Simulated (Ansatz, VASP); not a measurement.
One calculation of CdS, two programs

```
CELL_PARAMETERS angstrom
0.00000 2.87708 2.87708
2.87708 0.00000 2.87708
2.87708 2.87708 0.00000
ATOMIC_POSITIONS crystal
Cd 0.00000 0.00000 0.00000
S 0.75000 0.75000 0.75000
```

Change from the starting cell: volume scaled by 0.96.

Alike in both runs: functional revpbe exchange, lda correlation; k mesh 6 × 6 × 6; occupations fermi-dirac, width 0.025 eV; non-collinear spin.

|  | VASP | Ansatz |
| --- | --- | --- |
| version | VASP 6.6.1 | Ansatz 0.2.0 |
| potentials or method | VASP PAW PBE potentials, release 64 (Cd, S), cutoff 500 eV | all-electron LAPW, scalar-relativistic |
| task | single point | atomic charges |

|  | VASP | Ansatz | Ansatz less VASP |
| --- | --- | --- | --- |
| gap on the k mesh at the Fermi level (eV) | 1.52 | 1.51 | -0.009 |
| least direct gap on the mesh (eV) | 1.52 | 1.51 | -0.009 |
| pressure (GPa) | 13.7 | 13.4 | -0.30 |
| net moment per atom (μB) | 0.00 | 0.00 | 0.000 |

VASP's potentials were made for PBE, not for revpbe exchange, lda correlation. Ansatz ran all-electron here, and VASP with PAW potentials.
